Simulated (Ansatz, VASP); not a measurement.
## SnTe in VASP and in Ansatz

Contents of INCAR:

```
PREC     = Accurate       # precision mode
ENCUT    = 520            # plane-wave cutoff, eV
EDIFF    = 1E-7           # SCF threshold, eV
ISMEAR   = 0              # smearing method
SIGMA    = 0.03           # smearing width, eV
LREAL    = False          # projectors in reciprocal space
LASPH    = True           # aspherical terms in the spheres
NELM     = 60             # most SCF steps
ALGO     = Normal         # electronic algorithm
ISIF     = 2              # what is computed and relaxed
LWAVE    = False          # write WAVECAR
LCHARG   = False          # write CHGCAR
NBANDS   = 17             # bands
```

The input KPOINTS:

```
regular mesh
0
Gamma
  10 10 10
```

POSCAR

```
SnTe
1.0
    0.0000000000      3.1913771283      2.9729220857
    3.1913771283      0.0000000000      2.9729220857
    3.1913771283      3.1913771283      0.0000000000
Sn Te
1 1
Direct
    0.0181654424     -0.0181654424     -0.0181654424
    0.4831001593      0.5168998407      0.5168998407
```

Input for Ansatz:

```yaml
crystal:
  lattice:
    - [0.0, 3.1913771283, 2.9729220857]
    - [3.1913771283, 0.0, 2.9729220857]
    - [3.1913771283, 3.1913771283, 0.0]
  atoms:
    - { symbol: Sn, position: [0.0181654424, -0.0181654424, -0.0181654424] }
    - { symbol: Te, position: [0.4831001593, 0.5168998407, 0.5168998407] }
basis:
  ecutwfc: 420
kpoints:
  mp_grid: { grid: [10, 10, 10] }
hamiltonian:
  xc: lda
  pseudopotentials: { kind: paw }
scf:
  occupations: { method: gaussian, width: 0.03 }
output:
  forces: true
  stress: true
  eigenvalues: true
```

Change from the starting cell: mode 4 frozen in at -0.113 Å, strain +e along z and -e/2 along x and y -0.0467.

Alike in both runs: task single point; functional LDA; k mesh 10 × 10 × 10; occupations gaussian, width 0.03 eV; no spin polarisation.

|  | VASP | Ansatz |
| --- | --- | --- |
| version | VASP 6.6.1 | Ansatz 0.2.0 |
| potentials or method | VASP PAW LDA potentials, release 64 (Sn_d, Te), cutoff 520 eV | scalar-relativistic, plane waves, PAW |
| valence electrons in the cell | 20 | 30 |

```tsv
	VASP	Ansatz	Ansatz less VASP
gap on the k mesh at the Fermi level (eV)	0.23	0.25	+0.016
least direct gap on the mesh (eV)	0.34	0.36	+0.019
pressure (GPa)	1.5	1.4	-0.07
traceless stress, the component that is largest in VASP (GPa)	7.07	7.02	-0.048
rms of the force components (eV/Å)	0.062	0.055	-0.0067
```

LDA's correlation is that of Perdew and Zunger in VASP and of Perdew and Wang (1992) in Ansatz. Atom by atom the forces differ by 0.007 eV/Å (rms over components). VASP's potentials hold 20 valence electrons a cell and Ansatz's 30, so a difference there can come from the potentials and not from the codes.

Spin-orbit coupling is off throughout.
